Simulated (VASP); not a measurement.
Runs of VASP 6.6.1 on C. Symmetry: P2_1/c, No. 14, monoclinic system. The conventional cell has a = 2.754 Å, b = 2.127 Å, c = 2.994 Å, α = 90.00°, β = 112.35°, γ = 90.00°. C (site symmetry 1) has 10 C at 1.55 to 2.08 Å within 2.1 Å. 

```csv
task,potentials or basis,spin,cell,cutoff (eV),second run,gap on the mesh (eV),pressure (GPa),relaxed volume (Å³/atom),largest force (eV/Å)
single point,"VASP PAW PBE potentials, release 64 (C)",off,as given,520,-,none,219.3,-,4.48
relaxation of cell and atoms,"VASP PAW PBE potentials, release 64 (C_h)",off,relaxed,910,hard_potentials,none,0.0,(a),0.03
relaxation of cell and atoms,"VASP PAW PBE potentials, release 64 (C)",off,relaxed,600,-,none,0.0,7.38,0.01
single point,"VASP PAW PBE potentials, release 64 (C)","collinear, ferromagnetic start",as given,520,-,none,219.3,-,4.48
```

Alike in all rows: level PBE; k mesh 6 × 8 × 6; smearing gaussian 0.1 eV.

Fill in the values left out.

(a) 6.94.

Caveats: all runs use coarse meshes; forces of over 1 eV/Å act on the atoms, so gaps and moduli don't describe the material at rest (some runs); the volume moved by over 15 % at a fixed basis, so the end points are rough (some runs); the cutoff is under 1.25 times the usual one of these potentials, so pressure, stress and relaxed cells hold a basis-set (Pulay) error (some runs).

A gap of «none» marks levels without a gap at the run's occupations.
